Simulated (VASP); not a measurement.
FeO, 2 atoms in the cell. The typed cell holds 2 atoms: a = 3.047 Å, b = 3.047 Å, c = 3.047 Å, α = 59.99°, β = 59.99°, γ = 59.99°. 

```yaml
Program: VASP 6.6.1
Task: single point
Functional: PBE
Potentials_or_basis: VASP PAW PBE potentials, release 64 (Fe, O)
Cutoff: 520 eV
k_mesh: 18 × 18 × 18
Occupations: gaussian, width 0.1 eV
Spin: collinear spin, ferromagnetic start
Starting_moments: "[3.8, 0.35] μB"
Dipole_correction: no
Further_INCAR_settings: ALGO = Normal; EDIFF = 1e-06; NBANDS = 18
```

Potentials or basis: VASP PAW PBE potentials, release 64 (Fe, O).

Run with:

```sh
$ cat potpaw_PBE.64/Fe/POTCAR potpaw_PBE.64/O/POTCAR > POTCAR
$ mpirun -np 1 vasp_std > vasp.out
```

Hardware: 1 thread of Intel(R) Xeon(R) Platinum 8488C (Sapphire Rapids), on a shared host.

Question: How long does it take, and how much memory?

Answer: Wall time 4 min on 1 thread of Intel(R) Xeon(R) Platinum 8488C (Sapphire Rapids) (shared host), peak memory 0.41 GiB. Counts: scf iterations 15, k points 580.
